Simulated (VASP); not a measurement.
# Ca (I4/mmm) in VASP: notebook

Ca is run at these levels: r2SCAN+rVV10, r2SCAN; tasks: relaxation of cell and atoms.

Program: VASP 6.6.1. These are calculated values, not measurements. Logs are shortened: lines on timing, memory, paths and dates and some standing lists are left out, and cuts for length are marked.

### Step 1. The cell of the first run

It takes space group I4/mmm (No. 139, tetragonal). Conventional cell: a = 4.410 Å, b = 4.410 Å, c = 4.392 Å, α = 90.00°, β = 90.00°, γ = 90.00°. Ca (site symmetry 4/mmm) has 14 Ca at 3.81 to 4.41 Å within 5.0 Å.

This isn't the form of Ca at room conditions, which is fcc.

### Step 2. Relaxation of cell and atoms, r2SCAN+rVV10

POSCAR reads:

```
Ca
1.0
   -2.2052049036      2.2052049036      2.1961148100
    2.2052049036     -2.2052049036      2.1961148100
    2.2052049036      2.2052049036     -2.1961148100
Ca
1
Direct
    0.5000000000      0.5000000000      0.0000000000
```

INCAR.step1 reads:

```
  PREC = Accurate
  ENCUT = 600
  ISMEAR = -1
  SIGMA = 0.05
  LREAL = F
  LASPH = T
  NELM = 80
  GGA = PE
  ALGO = Normal
  EDIFF = 1E-4
  LWAVE = T
  LCHARG = F
```

INCAR.step2 reads:

```
  PREC = Accurate
  ENCUT = 600
  EDIFF = 1E-6
  ISMEAR = -1
  SIGMA = 0.05
  LREAL = F
  LASPH = T
  NELM = 80
  ALGO = Normal
  ISIF = 3
  LWAVE = F
  LCHARG = F
  METAGGA = R2SCAN
  LMIXTAU = T
  LUSE_VDW = T
  IVDW_NL = 2
  BPARAM = 11.95
  CPARAM = 0.0093
  IBRION = 2
  NSW = 60
  EDIFFG = -0.01
  ISTART = 1
```

KPOINTS reads:

```
Automatic mesh
0
Gamma
  9 9 9
```

Potentials or basis: VASP PAW PBE potentials, release 64 (Ca_sv).

Command:

```bash
cat potpaw_PBE.64/Ca_sv/POTCAR > POTCAR
cp INCAR.step1 INCAR
mpirun -np 1 vasp_std > vasp.out
cp INCAR.step2 INCAR
mpirun -np 1 vasp_std > vasp.out
```

OUTCAR:

```text
PREC = Accurate
   ENCUT = 600
   EDIFF = 1E-6
   ISMEAR = -1
   LREAL = F
   LASPH = T
   NELM = 80
   ISIF = 3
   METAGGA = R2SCAN
   IVDW_NL = 2
   BPARAM = 11.95
   IBRION = 2
   NSW = 60
   EDIFFG = -0.01
   ISTART = 1

 ion  position               nearest neighbor table
   1  0.500  0.500  0.000-

  LATTYP: Found a body centered tetragonal cell.
 ALAT       =     4.4104098072
 C/A-ratio  =     0.9958778916

  Lattice vectors:

 A1 = (  -2.2052049036,   2.2052049036,   2.1961148100)
 A2 = (   2.2052049036,  -2.2052049036,   2.1961148100)
 A3 = (   2.2052049036,   2.2052049036,  -2.1961148100)

Analysis of symmetry for initial positions (statically):
=====================================================================
 Subroutine PRICEL returns:
 Original cell was already a primitive cell.

 Routine SETGRP: Setting up the symmetry group for a
 body centered tetragonal supercell.

 Subroutine GETGRP returns: Found 16 space group operations
 (whereof 16 operations were pure point group operations)
 out of a pool of 16 trial point group operations.

The static configuration has the point symmetry D_4h.

Analysis of symmetry for dynamics (positions and initial velocities):
=====================================================================
 Subroutine PRICEL returns:
 Original cell was already a primitive cell.

 Routine SETGRP: Setting up the symmetry group for a
 body centered tetragonal supercell.

 Subroutine GETGRP returns: Found 16 space group operations
 (whereof 16 operations were pure point group operations)
 out of a pool of 16 trial point group operations.

The dynamic configuration has the point symmetry D_4h.

 Subroutine INISYM returns: Found 16 space group operations
 (whereof 16 operations are pure point group operations),
 and found     1 'primitive' translations

----------------------------------------------------------------------------------------

                                     Primitive cell

  volume of cell :      42.7182

  direct lattice vectors                    reciprocal lattice vectors
    -2.205204904  2.205204904  2.196114810     0.000000000  0.226736300  0.227674800
     2.205204904 -2.205204904  2.196114810     0.226736300  0.000000000  0.227674800
     2.205204904  2.205204904 -2.196114810     0.226736300  0.226736300  0.000000000

  length of vectors
     3.814285987  3.814285987  3.814285987     0.321317855  0.321317855  0.320653550

  position of ions in fractional coordinates (direct lattice)
     0.500000000  0.500000000  0.000000000

  ion indices of the primitive-cell ions
   primitive index   ion index
                 1           1

----------------------------------------------------------------------------------------

 KPOINTS: Automatic mesh

Automatic generation of k-mesh.
 Grid dimensions read from file:
 generate k-points for:    9    9    9

 Generating k-lattice:

  Cartesian coordinates                     Fractional coordinates (reciprocal lattice)
     0.000000000  0.025192922  0.025297200     0.111111111 -0.000000000  0.000000000
     0.025192922  0.000000000  0.025297200    -0.000000000  0.111111111  0.000000000
     0.025192922  0.025192922  0.000000000     0.000000000  0.000000000  0.111111111

  Length of vectors
     0.035701984  0.035701984  0.035628172

  Shift w.r.t. Gamma in fractional coordinates (k-lattice)
     0.000000000  0.000000000  0.000000000

 Subroutine IBZKPT returns following result:
 ===========================================

 Found     75 irreducible k-points:

 Following reciprocal coordinates:
            Coordinates               Weight
  0.000000  0.000000  0.000000      1.000000
  0.111111  0.000000 -0.000000      8.000000
  0.222222  0.000000 -0.000000      8.000000
  0.333333  0.000000 -0.000000      8.000000
  0.444444  0.000000 -0.000000      8.000000
  0.111111  0.111111 -0.000000      8.000000
[... 16 lines left out ...]
 -0.333333  0.333333  0.000000      4.000000
  0.444444  0.444444 -0.000000      8.000000
 [... further k-points ...]
   k-points           NKPTS =     75   k-points in BZ     NKDIM =     75   number of bands    NBANDS=      9
   number of dos      NEDOS =    301   number of ions     NIONS =      1
   total plane-waves  NPLWV =  27000
   dimension x,y,z NGX =    30 NGY =   30 NGZ =   30
   dimension x,y,z NGXF=    60 NGYF=   60 NGZF=   60
   ions per type =               1
   NGX,Y,Z   is equivalent  to a cutoff of  13.08, 13.08, 13.08 a.u.
   NGXF,Y,Z  is equivalent  to a cutoff of  26.15, 26.15, 26.15 a.u.
 SYSTEM =  unknown system
   PREC   = accura    normal or accurate (medium, high low for compatibility)
   ISTART =      1    job   : 0-new  1-cont  2-samecut
   ICHARG =      0    charge: 1-file 2-atom 10-const
   ISPIN  =      1    spin polarized calculation?
   LNONCOLLINEAR =      F non collinear calculations
   LSORBIT =      F    spin-orbit coupling
   LASPH  =      T    aspherical Exc in radial PAW
   ENCUT  =  600.0 eV  44.10 Ry    6.64 a.u.   7.62  7.62  7.62*2*pi/ulx,y,z
   NELM   =     80;   NELMIN=  2; NELMDL=  0     # of ELM steps
   EDIFF  = 0.1E-05   stopping-criterion for ELM
   LREAL  =      F    real-space projection
   EDIFFG = -.1E-01   stopping-criterion for IOM
   NSW    =     60    number of steps for IOM
   IBRION =      2    ionic relax: 0-MD 1-quasi-New 2-CG
   NFREE  =      1    steps in history (QN), initial steepest desc. (CG)
   ISIF   =      3    stress and relaxation
   ISYM   =      2    0-nonsym 1-usesym 2-fastsym
   POTIM  = 0.5000    time-step for ionic-motion
   TEBEG  =    0.0;   TEEND  =   0.0 temperature during run
   PSTRESS=    0.0 pullay stress
   NELECT =      10.0000    total number of electrons
   NUPDOWN=      -1.0000    fix difference up-down
   EMIN   =  10.00;   EMAX   =-10.00  energy-range for DOS
   EFERMI =   0.00;   METHOD = LEGACY
   ISMEAR =    -1;   SIGMA  =   0.05  broadening in eV -4-tet -1-fermi 0-gaus
   EFERMI_NEDOS =   21; number of points for ismear=-14 and -15
   IALGO  =     38    algorithm
   IMIX   =      4    mixing-type and parameters
     AMIX     =   0.40;   BMIX     =  1.00
     AMIX_MAG =   1.60;   BMIX_MAG =  1.00
  volume/ion in A,a.u.               =      42.72       288.28
  Fermi-wavevector in a.u.,A,eV,Ry     =   1.008952  1.906643 13.850516  1.017984
  Thomas-Fermi vector in A             =   2.141851
   LORBIT       =      0    0 simple, 1 ext, 2 COOP (PROOUT), +10 PAW based schemes
   METAGGA = R2SCAN    functional components
   LHFCALC =     F    Hartree Fock is set to
   AEXX    =    0.0000 exact exchange contribution
   IVDW_NL    =     2    kernel type
   BPARAM     =11.9500
   IVDW    =     0    specifies the selected vdW correction
   LEPSILON=     F    determine dielectric tensor
   LRPA    =     F    only Hartree local field effects (RPA)
 conjugate gradient relaxation of ions
 non-spin polarized calculation
  energy-cutoff  :      600.00
  volume of cell :       42.72
 maximum number of plane-waves:      1448
   NGX = 15   NGY = 15   NGZ = 15

--------------------------------------- Ionic step        1  -------------------------------------------

 number of electron      10.0000001 magnetization

 Free energy of the ion-electron system (eV)
  ---------------------------------------------------
  ext. energy  EPLUGINS =         0.00000000
  ---------------------------------------------------
  free energy    TOTEN  =        -6.73888476 eV

  energy without entropy =       -6.72693730  energy(sigma->0) =       -6.73291103

------------------------ aborting loop because EDIFF is reached ----------------------------------------

  FORCE on cell =-STRESS in cart. coord.  units (eV):
  Direction    XX          YY          ZZ          XY          YZ          ZX
  --------------------------------------------------------------------------------------
  -------------------------------------------------------------------------------------
  Total        0.0338254      0.0338254      0.0391366      0.0000000     -0.0000000      0.0000000
  in kB        1.2686480      1.2686480      1.4678484      0.0000000     -0.0000000      0.0000000
  external PRESSURE =       1.3350482 kB  Pullay stress =       0.0000000 kB

 VOLUME and BASIS-vectors are now :
 -----------------------------------------------------------------------------
  energy-cutoff  :      600.00
  volume of cell :       42.72
      direct lattice vectors                 reciprocal lattice vectors
    -2.205204904  2.205204904  2.196114810     0.000000000  0.226736300  0.227674800
     2.205204904 -2.205204904  2.196114810     0.226736300  0.000000000  0.227674800
     2.205204904  2.205204904 -2.196114810     0.226736300  0.226736300  0.000000000
[... 71 lines left out ...]
 POSITION                                       TOTAL-FORCE (eV/Angst)
 -----------------------------------------------------------------------------------
      0.00000      0.00000      2.20102        -0.000000      0.000000     -0.000000
 -----------------------------------------------------------------------------------
    total drift:                                0.000000     -0.000000      0.000000

  FREE ENERGIE OF THE ION-ELECTRON SYSTEM (eV)
  ---------------------------------------------------
  free  energy   TOTEN  =        -6.7390231544 eV

  energy  without entropy=       -6.7271862246  energy(sigma->0) =       -6.73310469

--------------------------------------- Ionic step        4  -------------------------------------------

 number of electron      10.0000002 magnetization

 Free energy of the ion-electron system (eV)
  ---------------------------------------------------
  ext. energy  EPLUGINS =         0.00000000
  ---------------------------------------------------
  free energy    TOTEN  =        -6.73902319 eV

  energy without entropy =       -6.72721238  energy(sigma->0) =       -6.73311778

 E-fermi :   1.9621     XC(G=0):  -8.1721

 val. band max:        1.8983476705   @ k =   0.2222   0.2222   0.2222
 cond. band min:       1.9769412761   @ k =   0.3333   0.2222   0.1111
 fundamental gap:      0.0785936056
 Fermi energy:         1.9621374045

 k-point     1 :       0.0000    0.0000    0.0000
  band No.  band energies     occupation
      1     -41.8979      2.00000
      2     -21.9277      2.00000
      3     -21.9274      2.00000
      4     -21.9274      2.00000
      5      -2.3511      2.00000
      6       4.5877      0.00000
      7       4.6054      0.00000
      8       4.6054      0.00000
      9       5.6674      0.00000

 k-point     2 :       0.1111    0.0000   -0.0000
  band No.  band energies     occupation
      1     -41.8962      2.00000
      2     -21.9441      2.00000
      3     -21.9328      2.00000
      4     -21.9276      2.00000
      5      -2.1192      2.00000
      6       4.4486      0.00000
      7       4.4862      0.00000
      8       4.7682      0.00000
      9       5.5333      0.00000
[... 253 lines left out ...]
 k-point    24 :       0.4444    0.4444   -0.0000
  band No.  band energies     occupation
      1     -41.8832      2.00000
      2     -22.0601      2.00000
      3     -21.9783      2.00000
      4     -21.9331      2.00000
      5       1.2532      2.00000
      6       1.8136      1.90251
      7       3.4840      0.00000
      8       5.5218      0.00000
      9       5.9732      0.00000

 [... further k-points ...]

------------------------ aborting loop because EDIFF is reached ----------------------------------------

  FORCE on cell =-STRESS in cart. coord.  units (eV):
  Direction    XX          YY          ZZ          XY          YZ          ZX
  --------------------------------------------------------------------------------------
  -------------------------------------------------------------------------------------
  Total       -0.0052853     -0.0052853     -0.0001246      0.0000000      0.0000000      0.0000000
  in kB       -0.1966577     -0.1966577     -0.0046366      0.0000000      0.0000000      0.0000000
  external PRESSURE =      -0.1326506 kB  Pullay stress =       0.0000000 kB

 VOLUME and BASIS-vectors are now :
 -----------------------------------------------------------------------------
  energy-cutoff  :      600.00
  volume of cell :       43.06
      direct lattice vectors                 reciprocal lattice vectors
    -2.210769813  2.210769813  2.202526969     0.000000000  0.226165563  0.227011976
     2.210769813 -2.210769813  2.202526969     0.226165563  0.000000000  0.227011976
     2.210769813  2.210769813 -2.202526969     0.226165563  0.226165563  0.000000000

 POSITION                                       TOTAL-FORCE (eV/Angst)
 -----------------------------------------------------------------------------------
      0.00000      0.00000      2.20253         0.000000      0.000000      0.000000
 -----------------------------------------------------------------------------------
    total drift:                                0.000000     -0.000000      0.000000

  FREE ENERGIE OF THE ION-ELECTRON SYSTEM (eV)
  ---------------------------------------------------
  free  energy   TOTEN  =        -6.7390231891 eV

  energy  without entropy=       -6.7272123795  energy(sigma->0) =       -6.73311778

 reached required accuracy - stopping structural energy minimisation
```

Run time: 8.3 min. Hardware: 1 thread of Intel Xeon Platinum 8375C at 2.90GHz (Ice Lake), shared host; peak memory 0.3 GiB.

Results:

| Item | Value |
| --- | --- |
| Free energy | -6.7390 eV |
| Relaxed volume | 43.06 Å³/atom |
| Relaxed cell | a = 3.824 Å, b = 3.824 Å, c = 3.824 Å, α = 109.37°, β = 109.37°, γ = 109.67° |
| Space group after relaxing (to 0.1 Å) | Im-3m (No. 229) |
| Energy gained by relaxing | 0.1 meV/atom |
| Ionic steps | 4 |
| Pressure after relaxing | 0.0 GPa |
| Band gap on the k mesh | zero (bands 5 and 6 overlap by 0.31 eV) |

Step by step:
```csv
step,energy change (eV),largest force (eV/Å),pressure (GPa),volume (Å³)
1,0.0000,0.0000,0.13,42.72
2,-0.0001,0.0000,0.03,42.94
3,-0.0001,0.0000,0.02,42.98
4,-0.0001,0.0000,-0.01,43.06
```

Final structure:
```xyz
1
Lattice="-2.2108 2.2108 2.2025 2.2108 -2.2108 2.2025 2.2108 2.2108 -2.2025" Properties=species:S:1:pos:R:3 pbc="T T T"
Ca    0.0000    0.0000    2.2025
```

Caveat: the PAW data sets were made with another functional, which shifts forces and pressure a little.

(Part 1 of 2 ends here.)

The gap in the log of VASP goes by the Fermi energy; the results here count the filled bands.